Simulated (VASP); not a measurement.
KScBr4: single point with PBEsol

KScBr4:

```
K Sc Br
1.0
     2.59840    1.95441    7.46241
    -2.55036    0.57712    7.70934
    -1.17969   -4.50061    7.97728
K Sc Br
1 1 4
Direct
  0.92033 0.20530 0.97272
  0.61451 0.46505 0.40662
  0.77983 0.58483 0.45257
  0.60719 0.96398 0.90258
  0.10678 0.96263 0.40198
  0.44426 0.35534 0.34680
```

| Quantity | Value |
| --- | --- |
| Program | VASP 6.6.1 |
| Task | single point |
| Functional | PBEsol |
| Potentials or basis | VASP PAW PBE potentials, release 64 (K_sv, Sc_sv, Br) |
| Cutoff | 520 eV |
| k mesh | 4 × 4 × 4 |
| Occupations | fermi-dirac, width 0.05 eV |
| Spin | no spin polarisation |

The pressure is 0.1 GPa and the largest force is 0.027 eV/Å. The band gap on the k mesh is 2.09 eV (least direct gap 2.31 eV).

Forces on the atoms (eV/Å):
```
K   -0.002  0.004 -0.001
Sc  -0.001  0.000  0.003
Br   0.000  0.002  0.023
Br   0.001  0.001  0.000
Br   0.000 -0.002  0.002
Br   0.001 -0.005 -0.026
```

Levels at points of the mesh, in eV from the valence-band top:
```tsv
k point	band 22	band 23	band 24	band 25	band 26	band 27
(0.00, 0.00, 0.00)	-0.69	-0.26	-0.21	2.09	2.76	2.85
(0.50, 0.00, 0.00)	-0.65	-0.37	-0.11	2.83	3.06	3.22
(0.00, 0.50, 0.00)	-0.30	-0.22	-0.03	3.33	3.41	3.47
(0.50, 0.50, 0.00)	-0.80	-0.75	-0.33	3.02	3.14	3.19
(0.00, 0.00, 0.50)	-0.43	-0.19	-0.16	2.77	3.14	3.19
(0.50, 0.00, 0.50)	-0.30	-0.22	-0.03	3.33	3.41	3.47
(0.00, 0.50, 0.50)	-0.65	-0.37	-0.11	2.83	3.06	3.22
(0.50, 0.50, 0.50)	-0.79	-0.76	-0.54	2.09	2.79	2.93
```

Run time: 5.6 min on 1 thread of Intel(R) Xeon(R) 6975P-C (Granite Rapids), on a shared host, peak memory 0.75 GiB.

Caveat: the PAW data sets were made with another functional, which shifts forces and pressure a little. A k mesh can miss the band edges.
